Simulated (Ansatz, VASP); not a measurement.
## TaN: VASP beside Ansatz

```
Ta N
1.0
     5.28669    0.00000    0.00000
    -2.64335    4.57841    0.00000
     0.00000    0.00000    2.96503
Ta N
3 3
Cartesian
  0.0000 0.0000 0.0000
  0.0000 3.0523 1.4825
  2.6433 1.5261 1.4825
  2.6433 0.0000 0.0000
  1.3217 2.2892 0.0000
  -1.3217 2.2892 0.0000
```

Change from the starting cell: volume scaled by 1.06, crystal datasets.

Alike in both runs: task electric field gradients; functional LDA; k mesh 5 × 5 × 8; occupations fermi-dirac, width 0.03 eV; no spin polarisation.

|  | VASP | Ansatz |
| --- | --- | --- |
| version | VASP 6.6.1 | Ansatz 0.2.0 |
| potentials or method | VASP PAW LDA potentials, release 64 (Ta_pv, N), cutoff 520 eV | all-electron PAW with datasets made for the crystal, scalar-relativistic |

```tsv
	VASP	Ansatz	Ansatz less VASP
pressure (GPa)	-19.7	-20.9	-1.24
traceless stress, the component that is largest in VASP (GPa)	-5.34	-5.67	-0.332
size of Vzz on the site where it differs most (V/Å²)	335.9	454.7	+118.79
```

LDA's correlation is that of Perdew and Zunger in VASP and of Perdew and Wang (1992) in Ansatz. Ansatz ran all-electron here, and VASP with PAW potentials.

Neither program's run includes spin-orbit coupling.
